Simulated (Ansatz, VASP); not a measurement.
ZnCu: VASP beside Ansatz

```
Zn Cu
1.0
     2.94500    0.00000    0.00000
     0.00000    2.94500    0.00000
     0.00000    0.00000    2.94500
Zn Cu
1 1
Direct
  0.50000 0.50000 0.50000
  0.00000 0.00000 0.00000
```

Alike in both runs: task relaxation of cell and atoms; functional PBE; k mesh 11 × 11 × 11; occupations fermi-dirac, width 0.1 eV; no spin polarisation.

|  | VASP | Ansatz |
| --- | --- | --- |
| version | VASP 6.6.1 | Ansatz 0.2.0 |
| potentials or method | VASP PAW PBE potentials, release 64 (Zn, Cu), cutoff 600 eV | PAW plane waves |
| valence electrons in the cell | 23 | 31 |

VASP gave:

| Property | Result |
| --- | --- |
| gap on the k mesh at the Fermi level, each at its own relaxed structure (eV) | none |
| relaxed volume (Å³/atom) | 13.07 |
| relaxed cell length with the largest relative difference (Å) | 2.968 |

**Question.** Which values does Ansatz return?

**Answer.** gap on the k mesh at the Fermi level, each at its own relaxed structure (eV): none; relaxed volume (Å³/atom): 13.00; relaxed cell length with the largest relative difference (Å): 2.963.

A gap of «none» marks a metal or a gap that the smearing closes. VASP's potentials hold 23 valence electrons a cell and Ansatz's 31, so a difference there can come from the potentials and not from the codes.
